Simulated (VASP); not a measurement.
Runs of VASP 6.6.1 on CaSe. The structure is cubic, space group Fm-3m (No. 225). The conventional cell has a = 5.935 Å, b = 5.935 Å, c = 5.935 Å, α = 90.00°, β = 90.00°, γ = 90.00°. Ca (site symmetry m-3m) has 6 Se at 2.97 Å within 3.9 Å. Within 3.9 Å of Se (site symmetry m-3m) lie 6 Ca at 2.97 Å. 

```tsv
level	potentials or basis	grid for exact exchange (PRECFOCK)	share of exact exchange	screening parameter	gap on the mesh (eV)	pressure (GPa)
LDA	VASP PAW LDA potentials, release 64 (Ca_sv, Se)	-	-	-	1.87	-3.3
PBE	VASP PAW PBE potentials, release 64 (Ca_sv, Se)	-	-	-	2.04	(b)
HSE06	VASP PAW PBE potentials, release 64 (Ca_sv, Se)	Normal	0.25	0.2079 1/Å	3.01	0.3
r2SCAN	VASP PAW PBE potentials, release 64 (Ca_sv, Se)	-	-	-	(a)	0.3
```

Alike in all rows: no spin polarisation; cell a = 4.197 Å, angles 60.0°, 2 atoms; smearing gaussian 0.01 eV.

Fill in the values left out.

(a) 2.51; (b) 0.9.

Caveats: all runs use coarse meshes; the PAW data sets were made with another functional, which shifts forces and pressure a little (at least some runs).

A k mesh can miss the band edges, and the runs leave out spin-orbit coupling on Se.
